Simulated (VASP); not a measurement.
Here is a VASP 6.6.1 calculation.

The input POSCAR:

```
CdTe
1.0
    0.0000000000      3.2050000000      3.2050000000
    3.2050000000      0.0000000000      3.2050000000
    3.2050000000      3.2050000000      0.0000000000
Te Cd
1 1
Direct
    0.7500000000      0.7500000000      0.7500000000
    0.0000000000      0.0000000000      0.0000000000
```

INCAR.step1

```
SYSTEM = CdTe
  ALGO = Normal
  EDIFF = 1E-5
  ENCUT = 600
  GGA = PE
  ISMEAR = -1
  LASPH = .True.
  LCHARG = .False.
  LREAL = .False.
  LWAVE = .True.
  NBANDS = 16
  NELM = 60
  PREC = Accurate
  SIGMA = 0.05
```

INCAR.step2

```
SYSTEM = CdTe
  AEXX = 0.25
  ALGO = Normal
  EDIFF = 1E-6
  EDIFFG = -0.01
  ENCUT = 600
  GGA = PE
  IBRION = 2
  ISIF = 3
  ISMEAR = -1
  ISTART = 1
  LASPH = .True.
  LCHARG = .False.
  LHFCALC = .True.
  LREAL = .False.
  LWAVE = .False.
  NELM = 60
  NSW = 60
  PREC = Accurate
  PRECFOCK = Normal
  SIGMA = 0.05
```

The input KPOINTS:

```
k-points
0
Gamma
  4 4 4
  0 0 0
```

Potentials or basis: VASP PAW PBE potentials, release 64 (Te, Cd).

Run with:

```bash
$ cat potpaw_PBE.64/Te/POTCAR potpaw_PBE.64/Cd/POTCAR > POTCAR
$ cp INCAR.step1 INCAR
$ mpirun -np 1 vasp_std > vasp.out
$ cp INCAR.step2 INCAR
$ mpirun -np 1 vasp_std > vasp.out
```

(1) Predict the space group after relaxing (to 0.1 Å).

(2) Estimate the relaxed volume.

(3) Predict the band gap on the k mesh.

Answers

(1) F-43m (No. 216).

(2) 35.32 Å³/atom.

(3) 2.12 eV.

Caveat: the k points lie up to 0.41 Å⁻¹ apart in the final cell; the PAW data sets were made with another functional, which shifts forces and pressure a little; spin-orbit coupling is left out, which moves the levels of the heavy elements.
